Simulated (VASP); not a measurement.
Runs of VASP 6.6.1 on SnSe2. The structure is that of space group P-3m1 (No. 164), or close to it. The cells are those of the table. 

```tsv
cell	gap on the mesh (eV)	pressure (GPa)	largest force (eV/Å)
a = 4.137, b = 4.137, c = 5.622 Å, angles 90.0, 90.0, 120.0°, 3 atoms	0.04	-1.0	0.82
a = 3.519, b = 3.519, c = 7.770 Å, angles 90.0, 90.0, 120.0°, 3 atoms	(a)	(c)	1.75
a = 3.779, b = 3.779, c = 6.739 Å, angles 90.0, 90.0, 120.0°, 3 atoms	(b)	0.2	0.31
a = 3.893, b = 3.893, c = 6.348 Å, angles 90.0, 90.0, 120.0°, 3 atoms	1.04	-0.1	0.25
```

Alike in all rows: task single point; level r2SCAN; potentials or basis VASP PAW PBE potentials, release 64 (Sn_d, Se); no spin polarisation; k mesh 12 × 12 × 6; cutoff (eV) 520; smearing gaussian 0.05 eV.

Estimate the missing entries.

(a) none; (b) 0.80; (c) 1.8.

Caveats: the PAW data sets were made with another functional, which shifts forces and pressure a little; spin-orbit coupling is left out, which moves the levels of the heavy elements; semilocal functionals underestimate gaps, and a narrow one can read as zero (at least some runs); the stress differs along the axes, from -4 to 4 GPa (at least some runs); the stress differs along the axes, from -13 to 9 GPa (at least some runs).

A k mesh can miss the band edges, and the runs leave out spin-orbit coupling on Se, Sn.
